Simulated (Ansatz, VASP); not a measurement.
Ti in VASP and in Ansatz

The input INCAR:

```
SYSTEM = Ti
  PREC = Accurate
  ENCUT = 520
  EDIFF = 1E-8
  ISMEAR = -1
  SIGMA = 0.05
  LREAL = .FALSE.
  LASPH = .TRUE.
  NELM = 80
  ALGO = Normal
  ISIF = 2
  LWAVE = .FALSE.
  LCHARG = .FALSE.
  LEFG = .TRUE.
  NBANDS = 12
```

File KPOINTS:

```
regular mesh
0
G
  14 14 14
  0 0 0
```

The input POSCAR:

```
Ti
1.0
    0.0000000000      2.0163754284      2.0163754284
    2.0163754284      0.0000000000      2.0163754284
    2.0163754284      2.0163754284      0.0000000000
Ti
1
Direct
    0.0000000000      0.0000000000      0.0000000000
```

Input for Ansatz:

```yaml
crystal:
  lattice:
    - [0.0, 2.0163754284, 2.0163754284]
    - [2.0163754284, 0.0, 2.0163754284]
    - [2.0163754284, 2.0163754284, 0.0]
  atoms:
    - { symbol: Ti, position: [0.0, 0.0, 0.0] }
kpoints:
  mp_grid: { grid: [14, 14, 14] }
scf:
  occupations: { method: fermi_dirac, width: 0.05 }
hamiltonian:
  xc: lda
  pseudopotentials: { kind: all_electron, datasets: crystal }
output:
  forces: true
  stress: true
  eigenvalues: true
  efg: { contact_densities: true }
```

Change from the starting cell: volume scaled by 0.98, crystal datasets.

Alike in both runs: task electric field gradients; functional LDA; k mesh 14 × 14 × 14; occupations fermi-dirac, width 0.05 eV; no spin polarisation.

```csv
,VASP,Ansatz
version,VASP 6.6.1,Ansatz 0.2.0
potentials or method,"VASP PAW LDA potentials, release 64 (Ti_sv), cutoff 520 eV","all-electron PAW with datasets made for the crystal, scalar-relativistic"
```

VASP gave:

```
pressure (GPa) : -2.8
```

Problem. What did Ansatz give for the same quantities?

Solution. Pressure (GPa): -2.7.

LDA's correlation is that of Perdew and Zunger in VASP and of Perdew and Wang (1992) in Ansatz. Ansatz ran all-electron here, and VASP with PAW potentials.
